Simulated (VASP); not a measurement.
Set up this calculation in VASP 6.6.1, as the native input.

```yaml
Task: single point
Functional: PBE
Dispersion: D3(BJ)
Potentials_or_basis: VASP PAW PBE potentials, release 64 (F)
Cutoff: 520 eV
k_mesh: 8 × 8 × 4
Occupations: gaussian, width 0.05 eV
Spin: no spin polarisation
Dipole_correction: no
Further_INCAR_settings: ALGO = Normal; EDIFF = 1e-06; NBANDS = 22
```

The structure of F lies in POSCAR:

```
F
1.0
    2.7527403777     -1.7849700030      0.2905047693
    2.7527403777      1.7849700030      0.2905047693
   -0.8306634364      0.0000000000      6.7236937360
F
4
Direct
    0.9138648456      0.5855481450      0.0939279973
    0.4144518550      0.0861351544      0.4060720027
    0.0861351544      0.4144518550      0.9060720027
    0.5855481450      0.9138648456      0.5939279973
```

The input as run:

INCAR

```
SYSTEM = F
PREC = Accurate
ENCUT = 520
EDIFF = 1E-6
ISMEAR = 0
SIGMA = 0.05
LREAL = .FALSE.
LASPH = .TRUE.
NELM = 60
ALGO = Normal
ISIF = 2
LWAVE = .FALSE.
LCHARG = .FALSE.
GGA = PE
IVDW = 12
NBANDS = 22
```

KPOINTS

```
Automatic mesh
0
G
  8 8 4
  0 0 0
```

Potentials or basis: VASP PAW PBE potentials, release 64 (F).

Launch:

```bash
$ cat potpaw_PBE.64/F/POTCAR > POTCAR
$ mpirun -np 1 vasp_std > vasp.out
```

It gave:

* Pressure: 0.8 GPa
* Largest force: 0.548 eV/Å
* Band gap on the k mesh: 3.00 eV
* Dispersion energy per atom: -0.028 eV

Run time: 36 s on 1 thread of AMD EPYC 9R45 96-Core Processor (Zen 5), with other jobs on the host, peak memory 0.19 GiB.
